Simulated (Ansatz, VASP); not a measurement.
## One calculation of BN, two programs

```xyz
2
Lattice="-0.1359 1.6855 1.8124 1.8124 -0.1359 1.8124 1.6765 1.5496 0.0000" Properties=species:S:1:pos:R:3 pbc="T T T"
B     0.0000    0.0000    0.0000
N     2.5147    2.3244    2.7186
```

Change from the starting cell: engineering shear strain xz -0.1500, normal strain along z -0.0700.

Alike in both runs: task single point; functional PBE; k mesh 12 × 12 × 12; occupations gaussian, width 0.05 eV; no spin polarisation.

|  | VASP | Ansatz |
| --- | --- | --- |
| version | VASP 6.6.1 | Ansatz 0.2.0 |
| potentials or method | VASP PAW PBE potentials, release 64 (B, N), cutoff 520 eV | scalar-relativistic, plane waves, PAW |
| valence electrons in the cell | 8 | 8 |

|  | VASP | Ansatz | Ansatz less VASP |
| --- | --- | --- | --- |
| gap on the k mesh at the Fermi level (eV) | 2.94 | 2.96 | +0.016 |
| least direct gap on the mesh (eV) | 6.22 | 6.24 | +0.014 |
| pressure (GPa) | 44.1 | 43.7 | -0.41 |
| traceless stress, the component that is largest in VASP (GPa) | 88.09 | 87.63 | -0.455 |
| rms of the force components (eV/Å) | 0.468 | 0.455 | -0.0136 |

Atom by atom the forces differ by 0.014 eV/Å (rms over components). Both programs put the cell under a high pressure, so it lies far from rest at this level.
